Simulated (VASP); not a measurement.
Input of a VASP 6.6.1 run:

The input POSCAR:

```
B33N31
1.0
    7.2115910000      0.0000000000      0.0000000000
    0.0000000000      7.2115910000      0.0000000000
    0.0000000000      0.0000000000      7.2115910000
B N
33 31
Direct
    0.0010120000      0.0009430000      0.0008180000
    0.0035670000      0.0034990000      0.4993940000
    0.0024640000      0.4990320000      0.0023000000
    0.0022150000      0.5004890000      0.4995500000
    0.4991120000      0.0023790000      0.0022870000
    0.5005280000      0.0021540000      0.4995270000
    0.5004990000      0.5004450000      0.0015740000
    0.4853260000      0.4852500000      0.4918220000
    0.6211640000      0.6206850000      0.5955610000
    0.2504790000      0.2504310000      0.0003130000
    0.2478950000      0.2478160000      0.4987780000
    0.2483080000      0.7535160000      0.0026490000
    0.2489930000      0.7476600000      0.4979480000
    0.7536090000      0.2482000000      0.0026900000
    0.7477080000      0.2489260000      0.4979300000
    0.7496950000      0.7496260000      0.0020940000
    0.7694970000      0.7695270000      0.4971110000
    0.2504800000      0.0004360000      0.2500190000
    0.2481780000      0.0030380000      0.7535390000
    0.2480100000      0.4985120000      0.2478020000
    0.2493180000      0.4985950000      0.7474510000
    0.7536720000      0.0019490000      0.2484620000
    0.7509400000      0.0031430000      0.7496210000
    0.7477310000      0.4988800000      0.2499640000
    0.7697030000      0.4855900000      0.7691340000
    0.0005100000      0.2504200000      0.2500190000
    0.0031500000      0.2480900000      0.7535990000
    0.0020140000      0.7536360000      0.2484790000
    0.0031940000      0.7508490000      0.7496150000
    0.4985530000      0.2479260000      0.2477940000
    0.4986450000      0.2492400000      0.7474520000
    0.4989590000      0.7476830000      0.2499690000
    0.4856890000      0.7695820000      0.7690150000
    0.1253460000      0.1253020000      0.1250930000
    0.1255110000      0.1254580000      0.6246000000
    0.1246800000      0.6245460000      0.1244260000
    0.1256270000      0.6252490000      0.6250510000
    0.6246230000      0.1246000000      0.1244010000
    0.6252960000      0.1255830000      0.6250490000
    0.6252050000      0.6251490000      0.1257120000
    0.3749170000      0.3748550000      0.1238020000
    0.3691770000      0.3691070000      0.6240990000
    0.3759320000      0.8749390000      0.1252640000
    0.3775980000      0.8729740000      0.6232280000
    0.8750220000      0.3758580000      0.1252650000
    0.8730060000      0.3775850000      0.6232130000
    0.8754300000      0.8753760000      0.1252280000
    0.8816020000      0.8815470000      0.6268330000
    0.3748020000      0.1240860000      0.3746050000
    0.3756930000      0.1251020000      0.8752460000
    0.3702170000      0.6237270000      0.3708210000
    0.3778190000      0.6237940000      0.8725620000
    0.8755180000      0.1255650000      0.3751140000
    0.8756000000      0.1262770000      0.8757590000
    0.8746060000      0.6243470000      0.3771840000
    0.8761130000      0.6263130000      0.8754470000
    0.1241680000      0.3747470000      0.3746010000
    0.1251650000      0.3756460000      0.8752640000
    0.1256180000      0.8754500000      0.3751360000
    0.1263380000      0.8755230000      0.8757320000
    0.6237850000      0.3701150000      0.3707850000
    0.6238610000      0.3777330000      0.8726020000
    0.6244280000      0.8746160000      0.3771270000
    0.6263760000      0.8760360000      0.8754370000
```

The input INCAR.step1:

```
SYSTEM = B33N31
PREC = Accurate
ENCUT = 520
EDIFF = 1E-5
ISMEAR = -1
SIGMA = 0.05
LREAL = Auto
LASPH = .TRUE.
NELM = 120
ALGO = Normal
ISIF = 2
LWAVE = .TRUE.
GGA = PE
NELECT = 252.0
ISYM = -1
NBANDS = 165
GGA_COMPAT = .FALSE.
```

File INCAR.step2:

```
SYSTEM = B33N31
PREC = Accurate
ENCUT = 520
EDIFF = 1E-6
ISMEAR = -1
SIGMA = 0.05
LREAL = Auto
LASPH = .TRUE.
NELM = 120
ALGO = Normal
ISIF = 2
LWAVE = .FALSE.
LCHARG = .TRUE.
GGA = PE
LHFCALC = .TRUE.
HFSCREEN = 0.2079
PRECFOCK = Fast
LELF = .TRUE.
LVHAR = .TRUE.
ISTART = 1
NELECT = 252.0
ISYM = -1
NBANDS = 165
GGA_COMPAT = .FALSE.
```

The input KPOINTS:

```
explicit points
1
Reciprocal
  0.25000000   0.25000000   0.25000000 1
```

Potentials or basis: VASP PAW PBE potentials, release 64 (B, N).

The run is started by

```sh
$ cat potpaw_PBE.64/B/POTCAR potpaw_PBE.64/N/POTCAR > POTCAR
$ cp INCAR.step1 INCAR
$ mpirun -np 1 vasp_std > vasp.out
$ cp INCAR.step2 INCAR
$ mpirun -np 1 vasp_std > vasp.out
```

(1) Estimate the largest force.

## Answers

(1) 0.786 eV/Å.

Caveat: the cell carries a net charge on a neutralising background, which shifts energy and pressure; the PAW data sets were made with another functional, which shifts forces and pressure a little.
